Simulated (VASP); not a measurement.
Here is a VASP 6.6.1 calculation.

The input INCAR:

```
SYSTEM = Li7ZnCl9
  PREC = Accurate
  ENCUT = 520
  EDIFF = 1E-6
  ISMEAR = -1
  SIGMA = 0.0552
  LREAL = Auto
  LASPH = .TRUE.
  NELM = 100
  ALGO = Normal
  ISIF = 2
  LWAVE = .FALSE.
  LCHARG = .FALSE.
  GGA = PE
  NBANDS = 62
  ISYM = 0
```

The input KPOINTS:

```
Automatic mesh
0
G
  1 1 1
  0 0 0
```

The input POSCAR:

```
Li7ZnCl9
1.0
    7.3415680000      0.2514770000      0.2701260000
    0.2514770000      7.2254430000      0.1537620000
    0.2701260000      0.1537620000      6.8830560000
Li Cl Zn
7 9 1
Direct
    0.6501162252      0.8993875841      0.4604193357
    0.9924319883      0.2303152831      0.8243859382
    0.9340981410      0.4528059058      0.3191981097
    0.4656283415      0.4623559243      0.0698599440
    0.3880626354      0.9231875264     -0.0241911395
    0.8858591088      0.7610566029     -0.0845091429
    0.5037485466      0.3899549531      0.6373066217
    0.1556280428      0.8697761909      0.7628011878
    0.9470528233      0.0748284931      0.1371014024
    0.1119848646      0.4779851081      0.0154344277
    0.4056975499      0.8613903164      0.2891206240
    0.1767800603      0.2896496575      0.5103653085
    0.6082367063      0.6264732636      0.8407122751
    0.9115329751      0.7536069110      0.3983210565
    0.6327456639      0.4456293122      0.3354588558
    0.6288700436      0.0994347837      0.7551559307
    0.1278451776     -0.0140053812      0.4182565403
```

Potentials or basis: VASP PAW PBE potentials, release 64 (Li_sv, Cl, Zn).

Launch:

```sh
$ cat potpaw_PBE.64/Li_sv/POTCAR potpaw_PBE.64/Cl/POTCAR potpaw_PBE.64/Zn/POTCAR > POTCAR
$ mpirun -np 1 vasp_gam > vasp.out
```

Question: Predict the band gap on the k mesh.

Answer: 3.80 eV.

Question: What does it give for the largest force?

Answer: 1.195 eV/Å.

Forces in eV/Å, atoms in the order of the input:
```
Li  -0.267  0.345  0.390
Li   0.165 -0.007  0.286
Li   0.478 -0.327 -0.253
Li  -0.453 -0.040  0.494
Li   0.095 -0.040 -0.828
Li   0.216 -0.079  0.161
Li  -0.015 -0.074 -0.102
Cl   0.145  0.384 -0.454
Cl  -0.014  0.674 -0.185
Cl   0.241  0.019 -0.196
Cl  -0.125  0.108 -0.012
Cl  -0.242 -0.114  0.184
Cl  -0.008  0.218 -0.199
Cl   0.541 -0.590  0.887
Cl  -0.433 -0.556 -0.074
Cl  -0.047  0.143 -0.106
Zn  -0.277 -0.062  0.007
```

Caveat: the k points lie up to 0.92 Å⁻¹ apart.
